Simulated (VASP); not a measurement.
# Ba: single point with PBE

The system is Ba, a slab with vacuum.

```
CELL_PARAMETERS angstrom
3.91000 0.00000 0.00000
-1.95500 3.65000 0.00000
0.00000 0.00000 20.70000
ATOMIC_POSITIONS crystal
Ba 0.00000 0.00000 0.36232
Ba 0.00000 0.00000 0.63768
```

```
Program             : VASP 6.6.1
Task                : single point
Functional          : PBE
Potentials or basis : VASP PAW PBE potentials, release 64 (Ba_sv)
Cutoff              : 520 eV
k mesh              : 8 × 8 × 1
Occupations         : fermi-dirac, width 0.05 eV
Spin                : no spin polarisation
```

```json
{"Largest force": "0.193 eV/Å", "Band gap on the k mesh": "zero (band 10 reaches 0.04 eV, above the bottom of band 11 at -0.77 eV)"}
```

Forces on the atoms (eV/Å):
```
Ba   0.000  0.000  0.193
Ba   0.000  0.000 -0.193
```

Levels at points of the mesh, in eV from the Fermi level:
| k point | band 6 | band 7 | band 8 | band 9 | band 10 | band 11 | band 12 | band 13 | band 14 | band 15 |
| --- | --- | --- | --- | --- | --- | --- | --- | --- | --- | --- |
| (0.00, 0.00, 0.00) | -13.91 | -13.82 | -13.82 | -2.26 | -1.98 | -0.13 | 0.32 | 0.34 | 1.48 | 1.49 |
| (0.50, 0.00, 0.00) | -14.31 | -14.09 | -14.09 | -0.74 | -0.67 | -0.10 | 0.24 | 1.62 | 1.93 | 2.34 |
| (0.00, 0.50, 0.00) | -14.35 | -13.95 | -13.95 | -0.71 | -0.63 | -0.16 | 0.20 | 1.33 | 1.55 | 2.06 |

Wall time 2.3 min on 1 thread of AMD EPYC 7R43 64-Core Processor (Zen 3) (shared host), peak memory 0.4 GiB.

Caveat: spin-orbit coupling is left out, which moves the levels of the heavy elements.
